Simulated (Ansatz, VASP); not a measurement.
Two plane-wave programs on GaP

File INCAR:

```
PREC = Accurate ; ENCUT = 520
EDIFF = 1E-6 ; ISMEAR = 0
SIGMA = 0.05 ; LREAL = F
LASPH = T ; NELM = 80
ALGO = Normal ; ISIF = 2
LWAVE = F ; LCHARG = F
NBANDS = 16
```

KPOINTS

```
regular mesh
0
Gamma
  10 10 10
```

The input POSCAR:

```
GaP
1.0
    0.0000000000      3.1460713136      2.0449463538
    3.1460713136      0.0000000000      2.0449463538
    3.1460713136      3.1460713136      0.0000000000
Ga P
1 1
Direct
    0.0000000000      0.0000000000      0.0000000000
    0.7500000000      0.7500000000      0.7500000000
```

Input for Ansatz:

```yaml
crystal:
  lattice:
    - [0.0, 3.1460713136, 2.0449463538]
    - [3.1460713136, 0.0, 2.0449463538]
    - [3.1460713136, 3.1460713136, 0.0]
  atoms:
    - { symbol: Ga, position: [0.0, 0.0, 0.0] }
    - { symbol: P, position: [0.75, 0.75, 0.75] }
basis:
  ecutwfc: 420
kpoints:
  mp_grid: { grid: [10, 10, 10] }
hamiltonian:
  xc: lda
scf:
  occupations: { method: gaussian, width: 0.05 }
output:
  forces: true
  stress: true
  eigenvalues: true
```

Alike in both runs: task single point; functional LDA; k mesh 10 × 10 × 10; occupations gaussian, width 0.05 eV; no spin polarisation.

|  | VASP | Ansatz |
| --- | --- | --- |
| version | VASP 6.6.1 | Ansatz 0.2.0 |
| potentials or method | VASP PAW LDA potentials, release 64 (Ga_d, P), cutoff 520 eV | scalar-relativistic, plane waves, PAW |
| valence electrons in the cell | 18 | 18 |

VASP gave:

```
gap on the k mesh at the Fermi level (eV)                     : none
pressure (GPa)                                                : -7.1
traceless stress, the component that is largest in VASP (GPa) : 8.57
```

Task: Which values does Ansatz return?

Result: gap on the k mesh at the Fermi level (eV): none; pressure (GPa): -7.2; traceless stress, the component that is largest in VASP (GPa): 8.59.

LDA's correlation is that of Perdew and Zunger in VASP and of Perdew and Wang (1992) in Ansatz. A gap of «none» marks a metal or a gap that the smearing closes.
